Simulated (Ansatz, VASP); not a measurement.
**MnGa3: VASP beside Ansatz**

```
CELL_PARAMETERS angstrom
0.00000 3.04836 3.04836
3.04836 0.00000 3.04836
3.04836 3.04836 0.00000
ATOMIC_POSITIONS crystal
Ga 0.25000 0.25000 0.25000
Ga 0.75000 0.75000 0.75000
Ga 0.50000 0.50000 0.50000
Mn 0.00000 0.00000 0.00000
```

Alike in both runs: functional PBEsol; k mesh 12 × 12 × 12; occupations gaussian, width 0.1 eV; no spin polarisation.

Ansatz relaxed the structure, and its values are those at the end. VASP's run is a single point on that final structure, the one shown.

```csv
,VASP,Ansatz
version,VASP 6.6.1,Ansatz 0.2.0
potentials or method,"VASP PAW PBE potentials, release 64 (Ga_d, Mn_pv), cutoff 520 eV","scalar-relativistic, plane waves, PAW"
valence electrons in the cell,52,54
```

```csv
,VASP,Ansatz,Ansatz less VASP
gap on the k mesh at the Fermi level (eV),none,none,-
pressure (GPa),0.2,0.0,-0.21
```

VASP's potentials were made for PBE, not for PBEsol. A gap of «none» marks a metal or a gap that the smearing closes. VASP's potentials hold 52 valence electrons a cell and Ansatz's 54, so a difference there can come from the potentials and not from the codes.
